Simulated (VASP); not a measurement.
Write the native input for VASP 6.6.1 that does the following.

| Item | Value |
| --- | --- |
| Task | single point |
| Functional | r2SCAN |
| Potentials or basis | VASP PAW PBE potentials, release 64 (Mo_sv, Te) |
| Cutoff | 520 eV |
| k mesh | 12 × 12 × 4 |
| Occupations | fermi-dirac, width 0.02 eV |
| Spin | no spin polarisation |
| Dipole correction | no |
| Further INCAR settings | ALGO = Normal; EDIFF = 1e-06; NBANDS = 20 |

The system is Te2Mo.

```
CELL_PARAMETERS angstrom
3.51945 0.00000 0.00000
-1.75973 3.04794 0.00000
0.00000 0.00000 7.21445
ATOMIC_POSITIONS crystal
Mo 0.00000 0.00000 0.00000
Te 0.33333 0.66667 0.25342
Te 0.66667 0.33333 0.74658
```

One way to write it, as run:

POSCAR

```
Te2Mo
1.0
    3.5194545156      0.0000000000      0.0000000000
   -1.7597272578      3.0479370180      0.0000000000
    0.0000000000      0.0000000000      7.2144528833
Mo Te
1 2
Direct
    0.0000000000      0.0000000000      0.0000000000
    0.3333333333      0.6666666667      0.2534156079
    0.6666666667      0.3333333333      0.7465843921
```

INCAR.step1

```
SYSTEM = Te2Mo
PREC = Accurate
ENCUT = 520
ISMEAR = -1
SIGMA = 0.02
LREAL = .FALSE.
LASPH = .TRUE.
NELM = 100
NBANDS = 20
GGA = PE
ALGO = Normal
EDIFF = 1E-4
LWAVE = .TRUE.
LCHARG = .FALSE.
```

INCAR.step2

```
SYSTEM = Te2Mo
PREC = Accurate
ENCUT = 520
EDIFF = 1E-6
ISMEAR = -1
SIGMA = 0.02
LREAL = .FALSE.
LASPH = .TRUE.
NELM = 100
ALGO = Normal
ISIF = 2
LWAVE = .FALSE.
LCHARG = .FALSE.
METAGGA = R2SCAN
LMIXTAU = .TRUE.
NBANDS = 20
ISTART = 1
```

KPOINTS

```
Automatic mesh
0
G
  12 12 4
  0 0 0
```

Potentials or basis: VASP PAW PBE potentials, release 64 (Mo_sv, Te).

The run is started by

```console
$ cat potpaw_PBE.64/Mo_sv/POTCAR potpaw_PBE.64/Te/POTCAR > POTCAR
$ cp INCAR.step1 INCAR
$ mpirun -np 1 vasp_std > vasp.out
$ cp INCAR.step2 INCAR
$ mpirun -np 1 vasp_std > vasp.out
```

Results of the run:

The pressure is 1.3 GPa and the band gap on the k mesh is zero (bands 13 and 14 overlap by 0.58 eV).

Caveat: the PAW data sets were made with another functional, which shifts forces and pressure a little; spin-orbit coupling is left out, which moves the levels of the heavy elements.

It took 5.6 min on 1 thread of Intel Xeon 8259CL, on a shared host, peak memory 0.28 GiB.
